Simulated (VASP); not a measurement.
# SiGe2 (P6/mmm) in VASP: further runs, part 2 of 2

VASP 6.6.1.

**4. Relaxation of cell and atoms, PBE**

Input file INCAR:

```
PREC = Accurate
ENCUT = 600
EDIFF = 1E-7
ISMEAR = 0
SIGMA = 0.1
LREAL = F
LASPH = T
NELM = 100
ALGO = Normal
ISIF = 3
LWAVE = F
LCHARG = F
GGA = PE
IBRION = 2
NSW = 90
EDIFFG = -0.04
```

Input file KPOINTS:

```
regular mesh
0
Gamma
  6 6 2
```

Input file POSCAR:

```
SiGe2
1.0
    2.8036114800      0.0000000000      0.0000000000
   -1.4018057400      2.4279987700      0.0000000000
    0.0000000000      0.0000000000      7.8982624800
Si Ge
1 2
Direct
    0.0000000000      0.0000000000      0.5000000000
    0.0000000000      0.0000000000      0.8333333300
    0.0000000000      0.0000000000      0.1666666700
```

Potentials or basis: VASP PAW PBE potentials, release 64 (Si, Ge_d).

The run is started by

```
$ cat potpaw_PBE.64/Si/POTCAR potpaw_PBE.64/Ge_d/POTCAR > POTCAR
$ mpirun -np 1 vasp_std > vasp.out
```

OUTCAR:

```text
PREC = Accurate
   ENCUT = 600
   EDIFF = 1E-7
   ISMEAR = 0
   LREAL = F
   LASPH = T
   NELM = 100
   ISIF = 3
   GGA = PE
   IBRION = 2
   NSW = 90
   EDIFFG = -0.04

 ion  position               nearest neighbor table
   1  0.000  0.000  0.500-   2 2.63   3 2.63
   2  0.000  0.000  0.833-   1 2.63   3 2.63
   3  0.000  0.000  0.167-   1 2.63   2 2.63

  LATTYP: Found a hexagonal cell.
 ALAT       =     2.8036114800
 C/A-ratio  =     2.8171743968

  Lattice vectors:

 A1 = (   2.8036114800,   0.0000000000,   0.0000000000)
 A2 = (  -1.4018057400,   2.4279987700,   0.0000000000)
 A3 = (   0.0000000000,   0.0000000000,   7.8982624800)

[... 170 lines left out ...]

  FORCE on cell =-STRESS in cart. coord.  units (eV):
  Direction    XX          YY          ZZ          XY          YZ          ZX
  --------------------------------------------------------------------------------------
  -------------------------------------------------------------------------------------
  Total       -0.7765110     -0.7765110      1.4565580      0.0000000      0.0000000      0.0000000
  in kB      -23.1398392    -23.1398393     43.4050736      0.0000000      0.0000000      0.0000000
  external PRESSURE =      -0.9582017 kB  Pullay stress =       0.0000000 kB
[... 209 lines left out ...]
--------------------------------------- Ionic step        7  -------------------------------------------

 number of electron      31.9999984 magnetization

 Free energy of the ion-electron system (eV)
  ---------------------------------------------------
  ext. energy  EPLUGINS =         0.00000000
  ---------------------------------------------------
  free energy    TOTEN  =       -13.59700713 eV

  energy without entropy =      -13.58316093  energy(sigma->0) =      -13.59008403

 E-fermi :   7.6363     XC(G=0): -11.0371

 val. band max:        7.6329478195   @ k =   0.3333   0.1667   0.0000
 cond. band min:       7.9399500665   @ k =   0.3333   0.1667   0.0000
 fundamental gap:      0.3070022470
 Fermi energy:         7.6362586127

 k-point     1 :       0.0000    0.0000    0.0000
  band No.  band energies     occupation
      1     -17.5608      2.00000
      2     -17.5182      2.00000
      3     -17.5182      2.00000
      4     -17.5147      2.00000
      5     -17.5147      2.00000
      6     -17.4881      2.00000
[... 341 lines left out ...]
  FREE ENERGIE OF THE ION-ELECTRON SYSTEM (eV)
  ---------------------------------------------------
  free  energy   TOTEN  =       -13.5970071308 eV

  energy  without entropy=      -13.5831609346  energy(sigma->0) =      -13.59008403

 reached required accuracy - stopping structural energy minimisation
```

OSZICAR:

```text
N       E                     dE             d eps       ncg     rms          rms(c)
DAV:   1     0.213724182225E+03    0.21372E+03   -0.17706E+04   564   0.433E+03
DAV:   2     0.155430189490E+02   -0.19818E+03   -0.19195E+03   564   0.652E+02
DAV:   3    -0.126499236856E+02   -0.28193E+02   -0.27591E+02   640   0.161E+02
[... 65 lines left out ...]
DAV:   3    -0.135970619305E+02    0.13603E-02   -0.28571E-03   748   0.883E-01    0.421E-02
DAV:   4    -0.135970270692E+02    0.34861E-04   -0.24131E-04   620   0.201E-01    0.281E-02
DAV:   5    -0.135970063084E+02    0.20761E-04   -0.60315E-05   720   0.149E-01    0.106E-02
DAV:   6    -0.135970071936E+02   -0.88514E-06   -0.39774E-06   608   0.192E-02    0.334E-03
DAV:   7    -0.135970071308E+02    0.62762E-07   -0.29413E-07   528   0.784E-03
   7 F= -.13597007E+02 E0= -.13590084E+02  d E =-.584589E-03
```

CONTCAR:

```text
SiGe2
   1.00000000000000
     2.7837812287485209   -0.0000000000000000    0.0000000000000000
    -1.3918906143742604    2.4108252685231748   -0.0000000000000000
     0.0000000000000000   -0.0000000000000000    8.0846830028864876
  Si              Ge
     1     2
Direct
     0.0000000000000000    0.0000000000000000    0.5000000000000000
     1.0000000000000000    1.0000000000000000    0.8274760697282536
     0.0000000000000000    0.0000000000000000    0.1725239302717464

  0.00000000E+00  0.00000000E+00  0.00000000E+00
  0.00000000E+00  0.00000000E+00  0.00000000E+00
  0.00000000E+00  0.00000000E+00  0.00000000E+00
```

Run time: 70 s. Hardware: 1 thread of Intel Xeon 6975P-C, shared host; peak memory 0.2 GiB.

What came out:

| Property | Result |
| --- | --- |
| Free energy | -13.5970 eV |
| Relaxed volume | 18.09 Å³/atom |
| Relaxed cell | a = 2.784 Å, b = 2.784 Å, c = 8.085 Å, α = 90.00°, β = 90.00°, γ = 120.00° |
| Space group after relaxing (to 0.05 Å) | P6/mmm (No. 191) |
| Energy gained by relaxing | 13.5 meV/atom |
| Ionic steps | 7 |
| Pressure after relaxing | 0.0 GPa |

Stress tensor (GPa, compression positive):
```
 0.02  0.00  0.00
 0.00  0.02  0.00
 0.00  0.00 -0.13
```

Step by step:
```
step  energy change (eV)  largest force (eV/Å)  pressure (GPa)  volume (Å³)
   1              0.0000                0.4711           -0.10        53.76
   2             -0.0315                0.2424            0.81        53.66
   3             -0.0320                0.2646            0.67        53.67
   4             -0.0392                0.1083           -0.05        54.23
   5             -0.0398                0.0417           -0.38        54.49
   6             -0.0398                0.0465           -0.31        54.47
   7             -0.0404                0.0013           -0.03        54.26
```

Final structure:
```xyz
3
Lattice="2.7838 0.0000 0.0000 -1.3919 2.4108 0.0000 0.0000 0.0000 8.0847" Properties=species:S:1:pos:R:3 pbc="T T T"
Si    0.0000    0.0000    4.0423
Ge    1.3919    2.4108    6.6899
Ge    0.0000    0.0000    1.3948
```

Caveat: the k points lie up to 0.43 Å⁻¹ apart in the final cell; the bands computed are all filled at some k points, so no gap is given.

**5. The runs side by side**

| task | cell | cutoff (eV) | gap on the mesh (eV) | pressure (GPa) |
| --- | --- | --- | --- | --- |
| single point | a = 2.804, b = 2.804, c = 7.898 Å, angles 90.0, 90.0, 120.0°, 3 atoms | 520 | none | -0.2 |
| single point | a = 2.783, b = 2.783, c = 8.081 Å, angles 90.0, 90.0, 120.0°, 3 atoms | 520 | none | -0.1 |
| relaxation of cell and atoms | relaxed from a = 2.804, b = 2.804, c = 7.898 Å, angles 90.0, 90.0, 120.0°, 3 atoms | 600 | - | 0.0 |

Alike in all rows: level PBE; potentials or basis VASP PAW PBE potentials, release 64 (Si, Ge_d); no spin polarisation; k mesh 6 × 6 × 2; smearing gaussian 0.1 eV.

Caveats: all runs use coarse meshes; the bands computed are all filled at some k points, so no gap is given (some runs).

Total energies depend on the potentials used, so only differences within one code and one set of settings carry meaning.
